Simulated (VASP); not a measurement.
# CO2 (Pa-3) in VASP: further runs

The runs below take CO2 through relaxation of the atoms, single point, with PBE+D3(BJ).

Everything below comes from runs of VASP 6.6.1. Logs are shortened: lines on timing, memory, paths and dates and some standing lists are left out, and cuts for length are marked.

## 1. The cell of the first run

It takes space group Pa-3 (No. 205, cubic). Conventional cell: a = 5.597 Å, b = 5.597 Å, c = 5.597 Å, α = 90.00°, β = 90.00°, γ = 90.00°. Within 1.6 Å of C (site symmetry -3) lie 2 O at 1.16 Å. O (site symmetry 3) has 1 C at 1.16 Å within 1.6 Å.

## 2. Relaxation of the atoms, PBE+D3(BJ) (14.61 Å³/atom)

Contents of INCAR:

```
ALGO     = Normal         # electronic algorithm
EDIFF    = 1E-7           # SCF threshold, eV
EDIFFG   = -0.01          # ionic threshold
ENCUT    = 520            # plane-wave cutoff, eV
GGA      = PE             # functional
IBRION   = 2              # ionic algorithm
ISIF     = 2              # what is computed and relaxed
ISMEAR   = 0              # smearing method
IVDW     = 12             # dispersion correction
LASPH    = T              # aspherical terms in the spheres
LCHARG   = F              # write CHGCAR
LREAL    = F              # projectors in reciprocal space
LWAVE    = F              # write WAVECAR
NELM     = 100            # most SCF steps
NSW      = 50             # ionic steps
PREC     = Accurate       # precision mode
SIGMA    = 0.02           # smearing width, eV
```

Contents of KPOINTS:

```
k-points
0
Gamma
  4 4 4
```

Contents of POSCAR:

```
CO2
1.0
    5.5965883088      0.0000000000      0.0000000000
    0.0000000000      5.5965883088      0.0000000000
    0.0000000000      0.0000000000      5.5965883088
C O
4 8
Direct
    0.0000000000      0.0000000000      0.0000000000
    0.5000000000      0.0000000000      0.5000000000
    0.5000000000      0.5000000000      0.0000000000
    0.0000000000      0.5000000000      0.5000000000
    0.1193028453      0.1193028453      0.1193028453
    0.3806971547      0.8806971547      0.6193028453
    0.6193028453      0.3806971547      0.8806971547
    0.8806971547      0.6193028453      0.3806971547
    0.8806971547      0.8806971547      0.8806971547
    0.6193028453      0.1193028453      0.3806971547
    0.3806971547      0.6193028453      0.1193028453
    0.1193028453      0.3806971547      0.6193028453
```

Potentials or basis: VASP PAW PBE potentials, release 64 (C, O).

Started as:

```bash
$ cat potpaw_PBE.64/C/POTCAR potpaw_PBE.64/O/POTCAR > POTCAR
$ mpirun -np 1 vasp_std > vasp.out
```

OUTCAR:

```text
EDIFF = 1E-7
   EDIFFG = -0.01
   ENCUT = 520
   GGA = PE
   IBRION = 2
   ISIF = 2
   ISMEAR = 0
   IVDW = 12
   LASPH = T
   LREAL = F
   NELM = 100
   NSW = 50
   PREC = Accurate
 IVDW          = 12

 ion  position               nearest neighbor table
   1  0.000  0.000  0.000-   5 1.16   9 1.16
   2  0.500  0.000  0.500-   6 1.16  10 1.16
   3  0.500  0.500  0.000-   7 1.16  11 1.16
   4  0.000  0.500  0.500-   8 1.16  12 1.16
   5  0.119  0.119  0.119-   1 1.16
   6  0.381  0.881  0.619-   2 1.16
   7  0.619  0.381  0.881-   3 1.16
   8  0.881  0.619  0.381-   4 1.16
   9  0.881  0.881  0.881-   1 1.16
  10  0.619  0.119  0.381-   2 1.16
  11  0.381  0.619  0.119-   3 1.16
  12  0.119  0.381  0.619-   4 1.16

  LATTYP: Found a simple cubic cell.
 ALAT       =     5.5965883088

  Lattice vectors:

 A1 = (   5.5965883088,   0.0000000000,   0.0000000000)
 A2 = (   0.0000000000,   5.5965883088,   0.0000000000)
 A3 = (   0.0000000000,   0.0000000000,   5.5965883088)

Analysis of symmetry for initial positions (statically):
=====================================================================
 Subroutine PRICEL returns:
 Original cell was already a primitive cell.

 Routine SETGRP: Setting up the symmetry group for a
 simple cubic supercell.

 Subroutine GETGRP returns: Found 24 space group operations
 (whereof  6 operations were pure point group operations)
 out of a pool of 48 trial point group operations.

The static configuration has the point symmetry S_6 .
 The point group associated with its full space group is T_h .

Analysis of symmetry for dynamics (positions and initial velocities):
=====================================================================
 Subroutine PRICEL returns:
 Original cell was already a primitive cell.

 Routine SETGRP: Setting up the symmetry group for a
 simple cubic supercell.

 Subroutine GETGRP returns: Found 24 space group operations
 (whereof  6 operations were pure point group operations)
 out of a pool of 48 trial point group operations.

The dynamic configuration has the point symmetry S_6 .
 The point group associated with its full space group is T_h .

 Subroutine INISYM returns: Found 24 space group operations
 (whereof  6 operations are pure point group operations),
 and found     1 'primitive' translations

----------------------------------------------------------------------------------------

                                     Primitive cell

  volume of cell :     175.2952

  direct lattice vectors                    reciprocal lattice vectors
     5.596588309  0.000000000  0.000000000     0.178680286  0.000000000  0.000000000
     0.000000000  5.596588309  0.000000000     0.000000000  0.178680286  0.000000000
     0.000000000  0.000000000  5.596588309     0.000000000  0.000000000  0.178680286

  length of vectors
     5.596588309  5.596588309  5.596588309     0.178680286  0.178680286  0.178680286

  position of ions in fractional coordinates (direct lattice)
     0.000000000  0.000000000  0.000000000
     0.500000000  0.000000000  0.500000000
     0.500000000  0.500000000  0.000000000
     0.000000000  0.500000000  0.500000000
     0.119302845  0.119302845  0.119302845
     0.380697155  0.880697155  0.619302845
     0.619302845  0.380697155  0.880697155
     0.880697155  0.619302845  0.380697155
     0.880697155  0.880697155  0.880697155
     0.619302845  0.119302845  0.380697155
     0.380697155  0.619302845  0.119302845
     0.119302845  0.380697155  0.619302845

  ion indices of the primitive-cell ions
   primitive index   ion index
                 1           1
                 2           2
                 3           3
                 4           4
                 5           5
                 6           6
                 7           7
                 8           8
                 9           9
                10          10
                11          11
                12          12

----------------------------------------------------------------------------------------

 KPOINTS: k-points

Automatic generation of k-mesh.
 Grid dimensions read from file:
 generate k-points for:    4    4    4

 Generating k-lattice:

  Cartesian coordinates                     Fractional coordinates (reciprocal lattice)
     0.044670072  0.000000000  0.000000000     0.250000000  0.000000000  0.000000000
     0.000000000  0.044670072  0.000000000     0.000000000  0.250000000  0.000000000
     0.000000000  0.000000000  0.044670072     0.000000000  0.000000000  0.250000000

  Length of vectors
     0.044670072  0.044670072  0.044670072

  Shift w.r.t. Gamma in fractional coordinates (k-lattice)
     0.000000000  0.000000000  0.000000000

 Subroutine IBZKPT returns following result:
 ===========================================

 Found     11 irreducible k-points:

 Following reciprocal coordinates:
            Coordinates               Weight
  0.000000  0.000000  0.000000      1.000000
  0.250000  0.000000  0.000000      6.000000
  0.500000  0.000000  0.000000      3.000000
  0.250000  0.250000  0.000000     12.000000
  0.500000  0.250000  0.000000      6.000000
 -0.250000  0.500000  0.000000      6.000000
  0.500000  0.500000  0.000000      3.000000
  0.250000  0.250000  0.250000      8.000000
  0.500000  0.250000  0.250000     12.000000
  0.500000  0.500000  0.250000      6.000000
  0.500000  0.500000  0.500000      1.000000
   k-points           NKPTS =     11   k-points in BZ     NKDIM =     11   number of bands    NBANDS=     39
   number of dos      NEDOS =    301   number of ions     NIONS =     12
   total plane-waves  NPLWV =  74088
   dimension x,y,z NGX =    42 NGY =   42 NGZ =   42
   dimension x,y,z NGXF=    84 NGYF=   84 NGZF=   84
   ions per type =               4   8
   NGX,Y,Z   is equivalent  to a cutoff of  12.48, 12.48, 12.48 a.u.
   NGXF,Y,Z  is equivalent  to a cutoff of  24.95, 24.95, 24.95 a.u.
 SYSTEM =  unknown system
   PREC   = accura    normal or accurate (medium, high low for compatibility)
   ISTART =      0    job   : 0-new  1-cont  2-samecut
   ICHARG =      2    charge: 1-file 2-atom 10-const
   ISPIN  =      1    spin polarized calculation?
   LNONCOLLINEAR =      F non collinear calculations
   LSORBIT =      F    spin-orbit coupling
   LASPH  =      T    aspherical Exc in radial PAW
   ENCUT  =  520.0 eV  38.22 Ry    6.18 a.u.  10.41 10.41 10.41*2*pi/ulx,y,z
   NELM   =    100;   NELMIN=  2; NELMDL= -5     # of ELM steps
   EDIFF  = 0.1E-06   stopping-criterion for ELM
   LREAL  =      F    real-space projection
   EDIFFG = -.1E-01   stopping-criterion for IOM
   NSW    =     50    number of steps for IOM
   IBRION =      2    ionic relax: 0-MD 1-quasi-New 2-CG
   NFREE  =      1    steps in history (QN), initial steepest desc. (CG)
   ISIF   =      2    stress and relaxation
   ISYM   =      2    0-nonsym 1-usesym 2-fastsym
   POTIM  = 0.5000    time-step for ionic-motion
   TEBEG  =    0.0;   TEEND  =   0.0 temperature during run
   PSTRESS=    0.0 pullay stress
   NELECT =      64.0000    total number of electrons
   NUPDOWN=      -1.0000    fix difference up-down
   EMIN   =  10.00;   EMAX   =-10.00  energy-range for DOS
   EFERMI =   0.00;   METHOD = LEGACY
   ISMEAR =     0;   SIGMA  =   0.02  broadening in eV -4-tet -1-fermi 0-gaus
   EFERMI_NEDOS =   21; number of points for ismear=-14 and -15
   IALGO  =     38    algorithm
   IMIX   =      4    mixing-type and parameters
     AMIX     =   0.40;   BMIX     =  1.00
     AMIX_MAG =   1.60;   BMIX_MAG =  1.00
  volume/ion in A,a.u.               =      14.61        98.58
  Fermi-wavevector in a.u.,A,eV,Ry     =   1.170069  2.211110 18.627211  1.369061
  Thomas-Fermi vector in A             =   2.306533
   LORBIT       =      0    0 simple, 1 ext, 2 COOP (PROOUT), +10 PAW based schemes
   GGA     = PE    functional components
   LHFCALC =     F    Hartree Fock is set to
   AEXX    =    0.0000 exact exchange contribution
   IVDW    =    12    specifies the selected vdW correction
   LEPSILON=     F    determine dielectric tensor
   LRPA    =     F    only Hartree local field effects (RPA)
 conjugate gradient relaxation of ions
 non-spin polarized calculation
 Gauss-broadening in eV      SIGMA  =   0.02
  energy-cutoff  :      520.00
  volume of cell :      175.30
 maximum number of plane-waves:      4748
 NGX is ok and might be reduce to    42
   NGX = 21   NGY = 21   NGZ = 21

--------------------------------------- Ionic step        1  -------------------------------------------

 number of electron      63.9999950 magnetization

 Free energy of the ion-electron system (eV)
  ---------------------------------------------------
  ext. energy  EPLUGINS =         0.00000000
  ---------------------------------------------------
  free energy    TOTEN  =       -91.98567888 eV

  energy without entropy =      -91.98567888  energy(sigma->0) =      -91.98567888

------------------------ aborting loop because EDIFF is reached ----------------------------------------

 Edisp (eV)   -0.84945

 E8    (eV) :    -0.2176

  FORCE on cell =-STRESS in cart. coord.  units (eV):
  Direction    XX          YY          ZZ          XY          YZ          ZX
  --------------------------------------------------------------------------------------
  -------------------------------------------------------------------------------------
  Total       6.24907     6.24907     6.24907     0.00000    -0.00000    -0.00000
  in kB      57.11579    57.11579    57.11579     0.00000    -0.00000    -0.00000
  external pressure =       57.12 kB  Pullay stress =        0.00 kB
[... 127 lines left out ...]
  FREE ENERGIE OF THE ION-ELECTRON SYSTEM (eV)
  ---------------------------------------------------
  free  energy   TOTEN  =       -92.9737239820 eV

  energy  without entropy=      -92.9737239820  energy(sigma->0) =      -92.97372398

[... ionic steps 4 to 12 ...]

--------------------------------------- Ionic step       13  -------------------------------------------

 number of electron      63.9999973 magnetization

------------------------ aborting loop because EDIFF is reached ----------------------------------------

 Edisp (eV)   -0.85049

 E8    (eV) :    -0.2180
[... 89 lines left out ...]
  energy  without entropy=      -92.9737413738  energy(sigma->0) =      -92.97374137

--------------------------------------- Ionic step       15  -------------------------------------------

 number of electron      63.9999973 magnetization

 Free energy of the ion-electron system (eV)
  ---------------------------------------------------
  ext. energy  EPLUGINS =         0.00000000
  ---------------------------------------------------
  free energy    TOTEN  =       -92.12324766 eV

  energy without entropy =      -92.12324766  energy(sigma->0) =      -92.12324766

 E-fermi :  -3.4376     XC(G=0):  -7.9138

 val. band max:       -3.5752593915   @ k =   0.0000   0.0000   0.0000
 cond. band min:       3.1497361047   @ k =   0.0000   0.0000   0.0000
 fundamental gap:      6.7249954963
 Fermi energy:        -3.4375689282

 k-point     1 :       0.0000    0.0000    0.0000
  band No.  band energies     occupation
      1     -24.1225      2.00000
      2     -23.9034      2.00000
      3     -23.9034      2.00000
      4     -23.9034      2.00000
      5     -22.9761      2.00000
      6     -22.9761      2.00000
[... 494 lines left out ...]
  FREE ENERGIE OF THE ION-ELECTRON SYSTEM (eV)
  ---------------------------------------------------
  free  energy   TOTEN  =       -92.9737429534 eV

  energy  without entropy=      -92.9737429534  energy(sigma->0) =      -92.97374295

 reached required accuracy - stopping structural energy minimisation
```

Wall time 9.1 min (1 thread of Intel Xeon Platinum 8259CL at 2.50GHz (Skylake/Cascade Lake), shared host); peak memory 0.3 GiB.

Results:

```yaml
Free_energy: -92.9737 eV
Energy_gained_by_relaxing: 11.6 meV/atom
Ionic_steps: 15
Pressure_after_relaxing: 0.3 GPa
Largest_force_after_relaxing: 0.008 eV/Å
Band_gap_on_the_k_mesh: 6.72 eV
Dispersion_energy_per_atom: -0.071 eV
```

Forces in eV/Å, atoms in the order of the input:
```
C    0.000  0.000  0.000
C    0.000  0.000  0.000
C    0.000  0.000  0.000
C    0.000  0.000  0.000
O    0.005  0.005  0.005
O   -0.005 -0.005  0.005
O    0.005 -0.005 -0.005
O   -0.005  0.005 -0.005
O   -0.005 -0.005 -0.005
O    0.005  0.005 -0.005
O   -0.005  0.005  0.005
O    0.005 -0.005  0.005
```

The path:
```
step  energy change (eV)  largest force (eV/Å)  pressure (GPa)
   1              0.0000                1.9766            5.71
   2              1.9444                6.1347          -17.83
   3             -0.1386                0.0230            0.22
   4             -0.1386                0.0145            0.32
   5             -0.1386                0.0141            0.32
   6             -0.1386                0.0128            0.32
   7             -0.1386                0.0128            0.32
   8             -0.1386                0.0127            0.32
   9             -0.1386                0.0127            0.32
  10             -0.1386                0.0126            0.32
  11             -0.1386                0.0124            0.32
  12             -0.1386                0.0122            0.32
  13             -0.1386                0.0116            0.32
  14             -0.1386                0.0105            0.31
  15             -0.1386                0.0083            0.31
```

Final structure:
```
C O
1.0
     5.59659    0.00000    0.00000
     0.00000    5.59659    0.00000
     0.00000    0.00000    5.59659
C O
4 8
Cartesian
  0.0000 0.0000 0.0000
  2.7983 0.0000 2.7983
  2.7983 2.7983 0.0000
  0.0000 2.7983 2.7983
  0.6780 0.6780 0.6780
  2.1203 4.9186 3.4763
  3.4763 2.1203 4.9186
  4.9186 3.4763 2.1203
  4.9186 4.9186 4.9186
  3.4763 0.6780 2.1203
  2.1203 3.4763 0.6780
  0.6780 2.1203 3.4763
```

Levels at points of the mesh, in eV from the valence-band top:
```tsv
k point	band 30	band 31	band 32	band 33	band 34	band 35
(0.00, 0.00, 0.00)	-0.20	0.00	0.00	6.72	7.89	7.89
(0.50, 0.00, 0.00)	-0.30	-0.07	-0.07	7.83	7.83	8.06
(0.50, 0.50, 0.00)	-0.28	-0.28	-0.28	7.83	7.83	7.83
(0.50, 0.50, 0.50)	-0.32	-0.32	-0.32	7.83	7.83	7.83
```

## 3. Single point, PBE+D3(BJ) (13.68 Å³/atom)

This run uses another cell than the first one, of 13.68 Å³/atom.

Contents of INCAR:

```
SYSTEM = CO2
PREC = Accurate
ENCUT = 520
EDIFF = 1E-6
ISMEAR = 0
SIGMA = 0.02
LREAL = .False.
LASPH = .True.
NELM = 100
ALGO = Normal
ISIF = 2
LWAVE = .False.
LCHARG = .False.
GGA = PE
IVDW = 12
NBANDS = 44
```

Contents of KPOINTS:

```
Automatic mesh
0
Gamma
  4 4 4
  0 0 0
```

Contents of POSCAR:

```
CO2
1.0
    5.4748845693      0.0000000000      0.0000000000
    0.0000000000      5.4748845693      0.0000000000
    0.0000000000      0.0000000000      5.4748845693
C O
4 8
Direct
    0.0000000000      0.0000000000      0.0000000000
    0.5000000000      0.0000000000      0.5000000000
    0.5000000000      0.5000000000      0.0000000000
    0.0000000000      0.5000000000      0.5000000000
    0.1231344774      0.1231344774      0.1231344774
    0.3768655226      0.8768655226      0.6231344774
    0.6231344774      0.3768655226      0.8768655226
    0.8768655226      0.6231344774      0.3768655226
    0.8768655226      0.8768655226      0.8768655226
    0.6231344774      0.1231344774      0.3768655226
    0.3768655226      0.6231344774      0.1231344774
    0.1231344774      0.3768655226      0.6231344774
```

Potentials or basis: VASP PAW PBE potentials, release 64 (C, O).

Started as:

```bash
$ cat potpaw_PBE.64/C/POTCAR potpaw_PBE.64/O/POTCAR > POTCAR
$ mpirun -np 1 vasp_std > vasp.out
```

It took 98 s on 1 thread of Intel Xeon 8259CL, shared host; peak memory 0.27 GiB.

Results (log left out):

| Item | Value |
| --- | --- |
| Free energy | -92.8943 eV |
| Pressure | 3.0 GPa |
| Largest force | 0.638 eV/Å |
| Band gap on the k mesh | 6.85 eV |
| Dispersion energy per atom | -0.077 eV |

Forces in eV/Å, atoms in the order of the input:
```
C    0.000  0.000  0.000
C    0.000  0.000  0.000
C    0.000  0.000  0.000
C    0.000  0.000  0.000
O    0.368  0.368  0.368
O   -0.368 -0.368  0.368
O    0.368 -0.368 -0.368
O   -0.368  0.368 -0.368
O   -0.368 -0.368 -0.368
O    0.368  0.368 -0.368
O   -0.368  0.368  0.368
O    0.368 -0.368  0.368
```

Levels at points of the mesh, in eV from the valence-band top:
```tsv
k point	band 30	band 31	band 32	band 33	band 34	band 35
(0.00, 0.00, 0.00)	-0.23	0.00	0.00	6.85	7.93	7.93
(0.50, 0.00, 0.00)	-0.35	-0.08	-0.08	7.86	7.86	8.13
(0.50, 0.50, 0.00)	-0.32	-0.32	-0.32	7.86	7.86	7.86
(0.50, 0.50, 0.50)	-0.37	-0.37	-0.37	7.85	7.85	7.85
```

A k mesh can miss the band edges.

(Continued in part 2 of 2.)
